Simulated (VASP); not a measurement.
## GaN: single point with PBE

The system is GaN.

```xyz
4
Lattice="3.1800 0.0000 0.0000 -1.5900 2.7540 0.0000 0.0000 0.0000 5.1660" Properties=species:S:1:pos:R:3 pbc="T T T"
Ga    0.0000    1.8360    0.0000
Ga    1.5900    0.9180    2.5830
N    -0.1000    1.8360    2.0372
N     1.5900    0.9180    4.5203
```

This cell differs from its parent crystal: atom 3 (N) moved by (-0.100, +0.100) A along x and z.

```
Program             : VASP 6.6.1
Task                : single point
Functional          : PBE
Potentials or basis : VASP PAW PBE potentials, release 64 (Ga_d, N)
Cutoff              : 520 eV
k mesh              : 12 × 12 × 6
Occupations         : gaussian, width 0.05 eV
Spin                : no spin polarisation
```

* Pressure: 8.5 GPa
* Largest force: 2.326 eV/Å
* Band gap on the k mesh: 1.91 eV

Forces on the atoms (eV/Å):
```
Ga  -0.120 -0.002  0.420
Ga  -1.478 -0.280  0.422
N    1.668  0.290 -1.596
N   -0.069 -0.007  0.753
```

Stress tensor (GPa, compression positive):
```
10.01  4.47 -2.09
 4.47  9.26 -0.52
-2.09 -0.52  6.12
```

Levels at points of the mesh, in eV from the valence-band top:
```csv
k point,band 16,band 17,band 18,band 19,band 20,band 21
"(0.00, 0.00, 0.00)",-0.14,-0.05,0.00,1.91,4.19,9.02
"(0.50, 0.00, 0.00)",-2.83,-2.35,-1.12,4.98,5.63,6.35
"(0.00, 0.50, 0.00)",-2.85,-2.14,-1.14,4.98,5.49,5.98
"(0.50, 0.50, 0.00)",-2.93,-1.94,-1.19,4.97,5.44,5.63
"(0.00, 0.00, 0.50)",-0.60,-0.54,-0.40,4.21,4.26,7.81
"(0.50, 0.00, 0.50)",-1.95,-1.88,-1.70,4.23,4.36,7.53
"(0.00, 0.50, 0.50)",-1.97,-1.92,-1.70,4.31,4.44,7.27
"(0.50, 0.50, 0.50)",-2.03,-1.95,-1.81,4.39,4.60,7.11
```

Wall time 2.4 min on 1 thread of Intel(R) Xeon(R) 6975P-C (Granite Rapids) (shared host), peak memory 0.49 GiB.

Caveat: the cell differs from its parent crystal (atom 3 (N) moved by (-0.100, +0.100) A along x and z); the cell stands under pressure; forces of over 1 eV/Å act on the atoms, so gaps and moduli don't describe the material at rest.
